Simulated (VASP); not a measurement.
# Ag in VASP: a series of runs, part 2 of 2

VASP 6.6.1. Earlier steps stand in the parts before.

## 4. Electric field gradients, r2SCAN (xy shear strain of -1 %)

Contents of POSCAR:

```
Ag
1.0
   -0.0102608909      2.0521781806      2.0521781806
    2.0521781806     -0.0102608909      2.0521781806
    2.0419172897      2.0419172897      0.0000000000
Ag
1
Direct
    0.0000000000      0.0000000000      0.0000000000
```

Contents of INCAR.step1:

```
SYSTEM = Ag
PREC     = Accurate       ! precision mode
ENCUT    = 520            ! plane-wave cutoff, eV
ISMEAR   = -1             ! smearing method
SIGMA    = 0.05           ! smearing width, eV
LREAL    = .False.        ! projectors in reciprocal space
LASPH    = .True.         ! aspherical terms in the spheres
NELM     = 100            ! most SCF steps
NBANDS   = 12             ! bands
GGA      = PE             ! functional
ALGO     = Normal         ! electronic algorithm
EDIFF    = 1E-4           ! SCF threshold, eV
LWAVE    = .True.         ! write WAVECAR
LCHARG   = .False.        ! write CHGCAR
```

Contents of INCAR.step2:

```
SYSTEM = Ag
PREC     = Accurate       ! precision mode
ENCUT    = 520            ! plane-wave cutoff, eV
EDIFF    = 1E-8           ! SCF threshold, eV
ISMEAR   = -1             ! smearing method
SIGMA    = 0.05           ! smearing width, eV
LREAL    = .False.        ! projectors in reciprocal space
LASPH    = .True.         ! aspherical terms in the spheres
NELM     = 100            ! most SCF steps
ALGO     = Normal         ! electronic algorithm
ISIF     = 2              ! what is computed and relaxed
LWAVE    = .False.        ! write WAVECAR
LCHARG   = .False.        ! write CHGCAR
METAGGA  = R2SCAN         ! meta-GGA
LMIXTAU  = .True.       
LEFG     = .True.       
NBANDS   = 12             ! bands
ISTART   = 1
```

Contents of KPOINTS:

```
regular mesh
0
Gamma
  14 14 14
  0 0 0
```

Potentials or basis: VASP PAW PBE potentials, release 64 (Ag).

On the command line:

```console
$ cat potpaw_PBE.64/Ag/POTCAR > POTCAR
$ cp INCAR.step1 INCAR
$ mpirun -np 1 vasp_std > vasp.out
$ cp INCAR.step2 INCAR
$ mpirun -np 1 vasp_std > vasp.out
```

OUTCAR:

```text
SYSTEM = Ag
   PREC = Accurate
   ENCUT = 520
   EDIFF = 1E-8
   ISMEAR = -1
   LREAL = .False.
   LASPH = .True.
   NELM = 100
   ISIF = 2
   METAGGA = R2SCAN
   ISTART = 1

 ion  position               nearest neighbor table
   1  0.000  0.000  0.000-

  LATTYP: Found a body centered orthorhombic cell.
 ALAT       =     2.8877071243
 B/A-ratio  =     1.0100502513
 C/A-ratio  =     1.4213201632

  Lattice vectors:

 A1 = (   0.0102608909,  -2.0521781806,  -2.0521781806)
 A2 = (  -0.0102608909,   2.0521781806,  -2.0521781806)
 A3 = (   2.0521781806,  -0.0102608909,   2.0521781806)

Analysis of symmetry for initial positions (statically):
=====================================================================
 Subroutine PRICEL returns:
 Original cell was already a primitive cell.

 Routine SETGRP: Setting up the symmetry group for a
 body centered orthorhombic supercell.

 Subroutine GETGRP returns: Found  8 space group operations
 (whereof  8 operations were pure point group operations)
 out of a pool of  8 trial point group operations.

The static configuration has the point symmetry D_2h.

Analysis of symmetry for dynamics (positions and initial velocities):
=====================================================================
 Subroutine PRICEL returns:
 Original cell was already a primitive cell.

 Routine SETGRP: Setting up the symmetry group for a
 body centered orthorhombic supercell.

 Subroutine GETGRP returns: Found  8 space group operations
 (whereof  8 operations were pure point group operations)
 out of a pool of  8 trial point group operations.

The dynamic configuration has the point symmetry D_2h.

 Subroutine INISYM returns: Found  8 space group operations
 (whereof  8 operations are pure point group operations),
 and found     1 'primitive' translations

----------------------------------------------------------------------------------------

                                     Primitive cell

  volume of cell :      17.2848

  direct lattice vectors                    reciprocal lattice vectors
    -0.010260891  2.052178181  2.052178181    -0.242431404  0.242431404  0.243643561
     2.052178181 -0.010260891  2.052178181     0.242431404 -0.242431404  0.243643561
     2.041917290  2.041917290  0.000000000     0.244867901  0.244867901 -0.243643561

  length of vectors
     2.902236354  2.902236354  2.887707124     0.420604513  0.420604513  0.423417952

  position of ions in fractional coordinates (direct lattice)
     0.000000000  0.000000000  0.000000000

  ion indices of the primitive-cell ions
   primitive index   ion index
                 1           1

----------------------------------------------------------------------------------------

 KPOINTS: regular mesh

Automatic generation of k-mesh.
 Grid dimensions read from file:
 generate k-points for:   14   14   14

 Generating k-lattice:

  Cartesian coordinates                     Fractional coordinates (reciprocal lattice)
[... 74 lines left out ...]
   EFERMI =   0.00;   METHOD = LEGACY
   ISMEAR =    -1;   SIGMA  =   0.05  broadening in eV -4-tet -1-fermi 0-gaus
   EFERMI_NEDOS =   21; number of points for ismear=-14 and -15
   IALGO  =     38    algorithm
   IMIX   =      4    mixing-type and parameters
     AMIX     =   0.40;   BMIX     =  1.00
     AMIX_MAG =   1.60;   BMIX_MAG =  1.00
  volume/ion in A,a.u.               =      17.28       116.64
  Fermi-wavevector in a.u.,A,eV,Ry     =   1.408157  2.661030 26.979060  1.982905
  Thomas-Fermi vector in A             =   2.530343
   LORBIT       =      0    0 simple, 1 ext, 2 COOP (PROOUT), +10 PAW based schemes
   METAGGA = R2SCAN    functional components
   LHFCALC =     F    Hartree Fock is set to
   AEXX    =    0.0000 exact exchange contribution
   IVDW    =     0    specifies the selected vdW correction
   LEPSILON=     F    determine dielectric tensor
   LRPA    =     F    only Hartree local field effects (RPA)
 non-spin polarized calculation
  energy-cutoff  :      520.00
  volume of cell :       17.28
 maximum number of plane-waves:       483
 NGX is ok and might be reduce to    24
   NGX = 11   NGY = 11   NGZ = 11

 number of electron      10.9999999 magnetization

 Free energy of the ion-electron system (eV)
  ---------------------------------------------------
  ext. energy  EPLUGINS =         0.00000000
  ---------------------------------------------------
  free energy    TOTEN  =       -21.35786186 eV

  energy without entropy =      -21.35549272  energy(sigma->0) =      -21.35667729

 E-fermi :   8.1829     XC(G=0): -12.8739

 val. band max:        8.1810868326   @ k =   0.5000   0.0714   0.0000
 cond. band min:       8.2016347328   @ k =   0.5000   0.0714   0.2143
 fundamental gap:      0.0205479002
 Fermi energy:         8.1828716075

 k-point     1 :       0.0000    0.0000    0.0000
  band No.  band energies     occupation
      1       0.3882      2.00000
      2       3.1232      2.00000
      3       3.1531      2.00000
      4       3.1869      2.00000
      5       4.1752      2.00000
      6       4.1755      2.00000
      7      24.8603      0.00000
      8      28.3312      0.00000
      9      28.5116      0.00000
     10      28.6847      0.00000
     11      33.4185      0.00000
     12      34.2369      0.00000
[... 331 lines left out ...]
 k-point    24 :       0.2857    0.1429    0.0000
  band No.  band energies     occupation
      1       2.0419      2.00000
      2       2.7903      2.00000
      3       3.3719      2.00000
      4       3.6694      2.00000
      5       4.5643      2.00000
      6       4.5669      2.00000
      7      20.4355      0.00000
      8      25.0256      0.00000
      9      25.1725      0.00000
     10      27.2263      0.00000
     11      30.4721      0.00000
     12      34.1179      0.00000

 [... further k-points ...]

------------------------ aborting loop because EDIFF is reached ----------------------------------------

  FORCE on cell =-STRESS in cart. coord.  units (eV):
  Direction    XX          YY          ZZ          XY          YZ          ZX
  --------------------------------------------------------------------------------------
  -------------------------------------------------------------------------------------
  Total        0.0186364      0.0186364      0.0141881      0.0455119      0.0000000      0.0000000
  in kB        1.7274588      1.7274588      1.3151330      4.2186287      0.0000000      0.0000000
  external PRESSURE =       1.5900169 kB  Pullay stress =       0.0000000 kB

 VOLUME and BASIS-vectors are now :
 -----------------------------------------------------------------------------
  energy-cutoff  :      520.00
  volume of cell :       17.28
      direct lattice vectors                 reciprocal lattice vectors
    -0.010260891  2.052178181  2.052178181    -0.242431404  0.242431404  0.243643561
     2.052178181 -0.010260891  2.052178181     0.242431404 -0.242431404  0.243643561
     2.041917290  2.041917290  0.000000000     0.244867901  0.244867901 -0.243643561

 POSITION                                       TOTAL-FORCE (eV/Angst)
 -----------------------------------------------------------------------------------
      0.00000      0.00000      0.00000        -0.000000      0.000000      0.000000
 -----------------------------------------------------------------------------------
    total drift:                                0.000000     -0.000000      0.000000

  FREE ENERGIE OF THE ION-ELECTRON SYSTEM (eV)
  ---------------------------------------------------
  free  energy   TOTEN  =       -21.3578618650 eV

  energy  without entropy=      -21.3554927237  energy(sigma->0) =      -21.35667729

 Electric field gradients (V/A^2)
---------------------------------------------------------------------
 ion       V_xx      V_yy      V_zz      V_xy      V_xz      V_yz
---------------------------------------------------------------------
   1      -0.060    -0.060     0.119    -0.652     0.001     0.001
---------------------------------------------------------------------

 Electric field gradients after diagonalization (V/A^2)
 (convention: |V_zz| > |V_xx| > |V_yy|)
----------------------------------------------------------------------
 ion       V_xx      V_yy      V_zz     asymmetry (V_yy - V_xx)/ V_zz
----------------------------------------------------------------------
   1       0.592     0.119    -0.712       0.664
----------------------------------------------------------------------

           NMR quadrupolar parameters

 Cq : quadrupolar parameter    Cq=e*Q*V_zz/h
 eta: asymmetry parameters     (V_yy - V_xx)/ V_zz
 Q  : nuclear electric quadrupole moment in mb (millibarn)
----------------------------------------------------------------------
 ion       Cq(MHz)       eta       Q (mb)
----------------------------------------------------------------------
   1      -0.002       0.664       1.000
----------------------------------------------------------------------
```

Run time: 5.5 min. Hardware: 1 thread of AMD EPYC 7R13 (Zen 3), shared host; peak memory 0.18 GiB.

What came out:

- Free energy: -21.3579 eV
- Pressure: 0.2 GPa

Levels at points of the mesh, in eV from the Fermi level:
```tsv
k point	band 3	band 4	band 5	band 6	band 7	band 8	band 9	band 10
(0.00, 0.00, 0.00)	-5.03	-5.00	-4.01	-4.01	16.68	20.15	20.33	20.50
(0.50, 0.00, 0.00)	-5.02	-3.23	-3.20	-0.27	3.62	15.96	18.55	18.67
(0.50, 0.50, 0.00)	-3.25	-3.00	-3.00	1.80	6.93	10.94	11.31	17.46
(0.00, 0.00, 0.50)	-5.03	-3.22	-3.19	-0.20	3.76	15.87	18.38	18.51
(0.50, 0.00, 0.50)	-3.25	-3.00	-3.00	1.80	6.93	11.13	11.13	17.58
```

Electric field gradients, principal values (V/Å²):
```
atom  least  middle  greatest (by size)
1 Ag  0.119   0.592              -0.712
```

Caveat: the cell differs from its parent crystal (xy shear strain of -1 %); without QUAD_EFG the Cq values of the log hold for a quadrupole moment of 1 mb, not for the nuclei; the PAW data sets were made with another functional, which shifts forces and pressure a little.

## 5. Summary

| cell | gap on the mesh (eV) | pressure (GPa) |
| --- | --- | --- |
| a = 2.902 Å, angles 60.0°, 1 atom | none | 0.1 |
| a = 2.913, b = 2.913, c = 2.881 Å, angles 60.4, 60.4, 59.3°, 1 atom | none | 0.2 |
| a = 2.902, b = 2.902, c = 2.888 Å, angles 60.2, 60.2, 60.3°, 1 atom | none | 0.2 |

Alike in all rows: task electric field gradients; level r2SCAN; potentials or basis VASP PAW PBE potentials, release 64 (Ag); no spin polarisation; k mesh 14 × 14 × 14; cutoff (eV) 520; smearing fermi-dirac 0.05 eV.

Caveats: the PAW data sets were made with another functional, which shifts forces and pressure a little.

Absolute energies hang on the potentials; compare differences alone.
